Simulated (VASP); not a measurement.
**Pb: single point with PBE**

Crystal: Pb.

```
Pb
1.0
     0.00000    2.40806    2.40806
     2.40806    0.00000    2.40806
     2.40806    2.40806    0.00000
Pb
1
Direct
  0.00000 0.00000 0.00000
```

This cell differs from its parent crystal: strain -0.025 along x and y, -0.025 along z.

```yaml
Program: VASP 6.6.1
Task: single point
Functional: PBE
Potentials_or_basis: VASP PAW PBE potentials, release 64 (Pb_d)
Cutoff: 520 eV
k_mesh: 16 × 16 × 16
Occupations: gaussian, width 0.15 eV
Spin: no spin polarisation
Dipole_correction: no
Further_INCAR_settings: ALGO = Normal; EDIFF = 1e-06; NBANDS = 13
```

- Pressure: 7.4 GPa
- Band gap on the k mesh: zero (bands 7 and 8 overlap by 9.95 eV)

Levels at points of the mesh, in eV from the Fermi level:
| k point | band 3 | band 4 | band 5 | band 6 | band 7 | band 8 | band 9 | band 10 | band 11 | band 12 |
| --- | --- | --- | --- | --- | --- | --- | --- | --- | --- | --- |
| (0.00, 0.00, 0.00) | -17.21 | -17.03 | -17.03 | -12.40 | 8.02 | 8.02 | 8.02 | 9.74 | 12.34 | 13.05 |
| (0.50, 0.00, 0.00) | -17.19 | -16.86 | -16.86 | -8.27 | -4.69 | 5.99 | 5.99 | 9.22 | 10.18 | 11.66 |
| (0.50, 0.50, 0.00) | -16.87 | -16.82 | -16.82 | -6.65 | -3.67 | 2.08 | 2.08 | 5.58 | 6.86 | 18.65 |

Wall time 96 s on 1 thread of Intel Xeon 8259CL (shared host), peak memory 0.19 GiB.

Caveat: the cell differs from its parent crystal (strain -0.025 along x and y, -0.025 along z); the cell stands under pressure; spin-orbit coupling is left out, which moves the levels of the heavy elements.
